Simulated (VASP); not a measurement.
Here is a VASP 6.6.1 calculation.

Contents of POSCAR:

```
Fe
1.0
   -1.4430000000      1.4430000000      1.4430000000
    1.4430000000     -1.4430000000      1.4430000000
    1.4430000000      1.4430000000     -1.4430000000
Fe
1
Direct
    0.0000000000      0.0000000000      0.0000000000
```

File INCAR.step1:

```
SYSTEM = Fe
  ALGO = Normal
  EDIFF = 1E-4
  ENCUT = 520
  GGA = PE
  ISMEAR = 0
  ISPIN = 2
  LASPH = .TRUE.
  LCHARG = .FALSE.
  LMAXMIX = 4
  LREAL = .FALSE.
  LWAVE = .TRUE.
  MAGMOM = 3.1
  NBANDS = 14
  NELM = 150
  PREC = Accurate
  SIGMA = 0.05
```

The input INCAR.step2:

```
SYSTEM = Fe
  ALGO = Normal
  EDIFF = 1E-8
  ENCUT = 520
  ISIF = 2
  ISMEAR = 0
  ISPIN = 2
  ISTART = 1
  LASPH = .TRUE.
  LCHARG = .FALSE.
  LEFG = .TRUE.
  LMAXMIX = 4
  LMIXTAU = .TRUE.
  LORBIT = 11
  LREAL = .FALSE.
  LWAVE = .FALSE.
  MAGMOM = 3.1
  METAGGA = R2SCAN
  NBANDS = 14
  NELM = 150
  PREC = Accurate
  SIGMA = 0.05
```

KPOINTS

```
k-points
0
G
  22 22 22
  0 0 0
```

Potentials or basis: VASP PAW PBE potentials, release 64 (Fe).

Command:

```bash
$ cat potpaw_PBE.64/Fe/POTCAR > POTCAR
$ cp INCAR.step1 INCAR
$ mpirun -np 1 vasp_std > vasp.out
$ cp INCAR.step2 INCAR
$ mpirun -np 1 vasp_std > vasp.out
```

Problem. Estimate the pressure.

Solution. -3.8 GPa.

Problem. Predict the net moment.

Solution. 2.67 μB per cell.

Problem. Predict the site moments.

Solution. Fe +2.75 μB.

Caveat: without QUAD_EFG the Cq values of the log hold for a quadrupole moment of 1 mb, not for the nuclei; the PAW data sets were made with another functional, which shifts forces and pressure a little.
